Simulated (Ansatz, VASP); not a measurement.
# Ti in VASP and in Ansatz

File INCAR:

```
PREC = Accurate ; ENCUT = 520
EDIFF = 1E-6 ; ISMEAR = 0
SIGMA = 0.15 ; LREAL = False
LASPH = True ; NELM = 100
ALGO = Fast ; ISIF = 2
LWAVE = False ; LCHARG = True
GGA = PS ; LELF = True
LVHAR = True ; NBANDS = 19
```

The input KPOINTS:

```
regular mesh
0
Gamma
  18 18 18
```

Contents of POSCAR:

```
Ti
1.0
    0.0000000000     -3.2102321259      0.0000000000
   -3.2102321259      0.0000000000      0.0000000000
    0.0000000000      0.0000000000     -3.2102321259
Ti
2
Direct
    0.5000000000      0.5000000000      0.4532744069
    0.0000000000      0.0000000000      0.0467255931
```

Input for Ansatz:

```yaml
crystal:
  lattice:
    - [0.0, -3.2102321259, 0.0]
    - [-3.2102321259, 0.0, 0.0]
    - [0.0, 0.0, -3.2102321259]
  atoms:
    - { symbol: Ti, position: [0.5, 0.5, 0.4532744069] }
    - { symbol: Ti, position: [0.0, 0.0, 0.0467255931] }
basis:
  ecutwfc: 420
kpoints:
  mp_grid: { grid: [18, 18, 18] }
hamiltonian:
  xc: pbesol
scf:
  occupations: { method: gaussian, width: 0.15 }
output:
  forces: true
  stress: true
  eigenvalues: true
```

Change from the starting cell: mode 4 (225.9 1/cm) frozen in, largest displacement +0.150 Å.

Alike in both runs: task single point; functional PBEsol; k mesh 18 × 18 × 18; occupations gaussian, width 0.15 eV; no spin polarisation.

|  | VASP | Ansatz |
| --- | --- | --- |
| version | VASP 6.6.1 | Ansatz 0.2.0 |
| potentials or method | VASP PAW PBE potentials, release 64 (Ti_sv), cutoff 520 eV | scalar-relativistic, plane waves, PAW |
| valence electrons in the cell | 24 | 24 |

```csv
,VASP,Ansatz,Ansatz less VASP
gap on the k mesh at the Fermi level (eV),none,none,-
pressure (GPa),1.9,2.2,+0.31
"traceless stress, the component that is largest in VASP (GPa)",-2.02,-2.04,-0.018
rms of the force components (eV/Å),0.866,0.866,+0.0007
```

VASP's potentials were made for PBE, not for PBEsol. Atom by atom the forces differ by 0.001 eV/Å (rms over components). A gap of «none» marks a metal or a gap that the smearing closes.
